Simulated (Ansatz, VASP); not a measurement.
One calculation of S, two programs

File INCAR:

```
SYSTEM = S
PREC     = Accurate       ! precision mode
ENCUT    = 520            ! plane-wave cutoff, eV
EDIFF    = 1E-7           ! SCF threshold, eV
ISMEAR   = -1             ! smearing method
SIGMA    = 0.05           ! smearing width, eV
LREAL    = .FALSE.        ! projectors in reciprocal space
LASPH    = .TRUE.         ! aspherical terms in the spheres
NELM     = 80             ! most SCF steps
ALGO     = Normal         ! electronic algorithm
ISIF     = 2              ! what is computed and relaxed
LWAVE    = .FALSE.        ! write WAVECAR
LCHARG   = .TRUE.         ! write CHGCAR
GGA      = PE             ! functional
LELF     = .TRUE.         ! ELF
LVHAR    = .TRUE.       
NBANDS   = 13             ! bands
```

Contents of KPOINTS:

```
Automatic mesh
0
G
  9 9 9
  0 0 0
```

File POSCAR:

```
S
1.0
    0.0000000000      2.7698291284      2.7698291284
    2.7698291284      0.0000000000      2.7698291284
    2.7698291284      2.7698291284      0.0000000000
S
2
Direct
   -0.1925000000     -0.1025000000     -0.1025000000
    0.1925000000      0.1025000000      0.1025000000
```

Input for Ansatz:

```yaml
crystal:
  lattice:
    - [0.0, 2.7698291284, 2.7698291284]
    - [2.7698291284, 0.0, 2.7698291284]
    - [2.7698291284, 2.7698291284, 0.0]
  atoms:
    - { symbol: S, position: [-0.1925, -0.1025, -0.1025] }
    - { symbol: S, position: [0.1925, 0.1025, 0.1025] }
kpoints:
  mp_grid: { grid: [9, 9, 9] }
scf:
  occupations: { method: fermi_dirac, width: 0.05 }
hamiltonian:
  xc: pbe
  pseudopotentials: { kind: all_electron, lapw: { basis_error: 0.001 } }
output:
  forces: true
  stress: true
  eigenvalues: true
  populations: true
```

Change from the starting cell: shortest bond scaled by 0.82, LAPW.

Alike in both runs: task single point; functional PBE; k mesh 9 × 9 × 9; occupations fermi-dirac, width 0.05 eV; no spin polarisation.

|  | VASP | Ansatz |
| --- | --- | --- |
| version | VASP 6.6.1 | Ansatz 0.2.0 |
| potentials or method | VASP PAW PBE potentials, release 64 (S), cutoff 520 eV | all-electron LAPW, scalar-relativistic |

```csv
,VASP,Ansatz,Ansatz less VASP
pressure (GPa),9.8,10.3,+0.45
"traceless stress, the component that is largest in VASP (GPa)",1.63,1.14,-0.490
rms of the force components (eV/Å),0.892,0.788,-0.1033
```

Atom by atom the forces differ by 0.103 eV/Å (rms over components). Ansatz ran all-electron here, and VASP with PAW potentials.
